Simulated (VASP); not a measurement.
Input of a VASP 6.6.1 run:

File INCAR:

```
PREC     = Accurate       # precision mode
ENCUT    = 600            # plane-wave cutoff, eV
EDIFF    = 1E-6           # SCF threshold, eV
ISMEAR   = 0              # smearing method
SIGMA    = 0.1            # smearing width, eV
LREAL    = F              # projectors in reciprocal space
LASPH    = T              # aspherical terms in the spheres
NELM     = 60             # most SCF steps
ALGO     = Normal         # electronic algorithm
ISIF     = 3              # what is computed and relaxed
LWAVE    = F              # write WAVECAR
LCHARG   = F              # write CHGCAR
GGA      = PE             # functional
IBRION   = 2              # ionic algorithm
NSW      = 90             # ionic steps
EDIFFG   = -0.04          # ionic threshold
```

KPOINTS

```
regular mesh
0
Gamma
  4 4 4
```

The input POSCAR:

```
GaPtSe3
1.0
    4.7232246326      0.0000000000      0.0000000000
    0.0000000000      4.7232246326      0.0000000000
    0.0000000000      0.0000000000      4.7232246326
Ga Pt Se
1 1 3
Direct
    0.0000000000      0.0000000000      0.0000000000
    0.5000000000      0.5000000000      0.5000000000
    0.0000000000      0.5000000000      0.5000000000
    0.5000000000      0.0000000000      0.5000000000
    0.5000000000      0.5000000000      0.0000000000
```

Potentials or basis: VASP PAW PBE potentials, release 64 (Ga_d, Pt, Se).

Run with:

```sh
$ cat potpaw_PBE.64/Ga_d/POTCAR potpaw_PBE.64/Pt/POTCAR potpaw_PBE.64/Se/POTCAR > POTCAR
$ mpirun -np 1 vasp_std > vasp.out
```

Question: What does it give for the relaxed volume?

Answer: 25.49 Å³/atom.

Question: Predict the space group after relaxing (to 0.05 Å).

Answer: Pm-3m (No. 221).

Question: Estimate the relaxed cell.

Answer: a = 5.032 Å, b = 5.032 Å, c = 5.032 Å, α = 90.00°, β = 90.00°, γ = 90.00°.

Final structure:
```xyz
5
Lattice="5.0325 0.0000 0.0000 0.0000 5.0325 0.0000 0.0000 0.0000 5.0325" Properties=species:S:1:pos:R:3 pbc="T T T"
Ga    0.0000    0.0000    0.0000
Pt    2.5162    2.5162    2.5162
Se    0.0000    2.5162    2.5162
Se    2.5162    0.0000    2.5162
Se    2.5162    2.5162    0.0000
```

Caveat: the volume moved by over 15 % at a fixed basis, so the end points are rough; spin-orbit coupling is left out, which moves the levels of the heavy elements.
